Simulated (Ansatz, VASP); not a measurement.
## Cr in VASP and in Ansatz

The input INCAR:

```
PREC = Accurate ; ENCUT = 520
EDIFF = 1E-6 ; ISMEAR = -1
SIGMA = 0.1 ; LREAL = False
LASPH = True ; NELM = 100
ALGO = Normal ; ISIF = 2
LWAVE = False ; LCHARG = False
GGA = PE ; NBANDS = 19
```

File KPOINTS:

```
regular mesh
0
Gamma
  12 12 12
```

Contents of POSCAR:

```
Cr
1.0
    0.0000000000      2.4435361623      2.4435361623
    2.4435361623      0.0000000000      2.4435361623
    2.4435361623      2.4435361623      0.0000000000
Cr
2
Direct
    0.1250000000      0.1250000000      0.1250000000
    0.8750000000      0.8750000000      0.8750000000
```

Input for Ansatz:

```yaml
crystal:
  lattice:
    - [0.0, 2.4435361623, 2.4435361623]
    - [2.4435361623, 0.0, 2.4435361623]
    - [2.4435361623, 2.4435361623, 0.0]
  atoms:
    - { symbol: Cr, position: [0.125, 0.125, 0.125] }
    - { symbol: Cr, position: [0.875, 0.875, 0.875] }
hamiltonian:
  xc: pbe
  pseudopotentials:
    kind: paw
    azcp:
      Cr: "pseudopotentials/Cr.paw.azcp"
basis:
  ecutwfc: 420
  fft_grid_basis: typed
kpoints:
  mp_grid: { grid: [12, 12, 12], shift: [0, 0, 0] }
magnetization:
  spin_polarized: false
scf:
  occupations: { method: fermi_dirac, width: 0.1 }
  lower_state_search: "off"
output:
  stress: true
```

Alike in both runs: task single point; functional PBE; k mesh 12 × 12 × 12; occupations fermi-dirac, width 0.1 eV; no spin polarisation.

|  | VASP | Ansatz |
| --- | --- | --- |
| version | VASP 6.6.1 | Ansatz 0.2.0 |
| potentials or method | VASP PAW PBE potentials, release 64 (Cr_pv), cutoff 520 eV | plane waves (420 eV) with PAW, scalar-relativistic |
| valence electrons in the cell | 24 | 28 |

```tsv
	VASP	Ansatz	Ansatz less VASP
pressure (GPa)	17.4	16.6	-0.81
```

VASP's potentials hold 24 valence electrons a cell and Ansatz's 28, so a difference there can come from the potentials and not from the codes.
